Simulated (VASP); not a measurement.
A run of VASP 6.6.1:

INCAR

```
PREC = Accurate ; ENCUT = 520
EDIFF = 1E-8 ; ISMEAR = -1
SIGMA = 0.05 ; LREAL = F
LASPH = T ; NELM = 100
ALGO = Normal ; ISIF = 2
LWAVE = F ; LCHARG = F
LEFG = T ; NBANDS = 21
```

The input KPOINTS:

```
Automatic mesh
0
Gamma
  10 10 10
```

POSCAR

```
Ge
1.0
    0.0000000000      2.8287700000      2.8853454000
    2.8287700000      0.0000000000      2.8853454000
    2.8287700000      2.8287700000      0.0000000000
Ge
2
Direct
    0.5000000000      0.5000000000      0.5000000000
    0.7500000000      0.7500000000      0.7500000000
```

Potentials or basis: VASP PAW LDA potentials, release 64 (Ge_d).

The run is started by

```sh
$ cat potpaw_LDA.64/Ge_d/POTCAR > POTCAR
$ mpirun -np 1 vasp_std > vasp.out
```

Hardware: 1 thread of Intel Xeon 8259CL, with other jobs on the host.

**Question.** Estimate the wall time of this run.

**Answer.** Run time: 2.2 min on 1 thread of Intel Xeon 8259CL, with other jobs on the host, peak memory 0.2 GiB. Counts: scf iterations 12, k points 102.
